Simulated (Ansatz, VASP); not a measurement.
One calculation of FeO, two programs

File INCAR:

```
SYSTEM = FeO
  PREC = Accurate
  ENCUT = 600
  EDIFF = 1E-6
  ISMEAR = -1
  SIGMA = 0.05
  LREAL = .False.
  LASPH = .True.
  NELM = 200
  ALGO = Normal
  ISIF = 2
  LWAVE = .False.
  LCHARG = .False.
  ISPIN = 2
  MAGMOM = 3 0
  LORBIT = 11
  LMAXMIX = 4
  GGA = PS
  NBANDS = 22
  GGA_COMPAT = .False.
```

KPOINTS

```
Automatic mesh
0
Gamma
  9 9 9
  0 0 0
```

The input POSCAR:

```
FeO
1.0
    0.0000000000      2.2416160000      2.1554000000
    2.2416160000      0.0000000000      2.1554000000
    2.2416160000      2.2416160000      0.0000000000
Fe O
1 1
Direct
    0.0000000000      0.0000000000      0.0000000000
    0.5000000000      0.5000000000      0.5000000000
```

Contents of input.yaml:

```yaml
crystal:
  lattice:
    - [0.0, 2.241616, 2.1554]
    - [2.241616, 0.0, 2.1554]
    - [2.241616, 2.241616, 0.0]
  atoms:
    - { symbol: Fe, position: [0.0, 0.0, 0.0], spin: 3.0 }
    - { symbol: O, position: [0.5, 0.5, 0.5] }
hamiltonian:
  xc: pbesol
  pseudopotentials: { kind: paw }
magnetization:
  spin_polarized: true
kpoints:
  mp_grid: { grid: [9, 9, 9] }
scf:
  occupations: { method: fermi_dirac, width: 0.05 }
output:
  forces: true
  stress: true
  eigenvalues: true
```

Alike in both runs: task single point; functional PBEsol; k mesh 9 × 9 × 9; occupations fermi-dirac, width 0.05 eV; collinear spin.

|  | VASP | Ansatz |
| --- | --- | --- |
| version | VASP 6.6.1 | Ansatz 0.2.0 |
| potentials or method | VASP PAW PBE potentials, release 64 (Fe_sv, O) | Ansatz PAW |
| plane-wave cutoff (eV) | 600 | 420 |
| valence electrons in the cell | 22 | 22 |

|  | VASP | Ansatz | Ansatz less VASP |
| --- | --- | --- | --- |
| gap on the k mesh at the Fermi level (eV) | none | none | - |
| pressure (GPa) | -21.2 | -19.1 | +2.07 |
| traceless stress, the component that is largest in VASP (GPa) | 0.68 | 0.74 | +0.058 |
| net moment per atom (μB) | 2.00 | 2.00 | 0.000 |
| size of the moment on the site where the two differ most (μB) | 3.47 | 3.44 | -0.026 |

VASP's potentials were made for PBE, not for PBEsol. Site moments also hang on the region over which each program counts them. A gap of «none» marks a metal or a gap that the smearing closes.
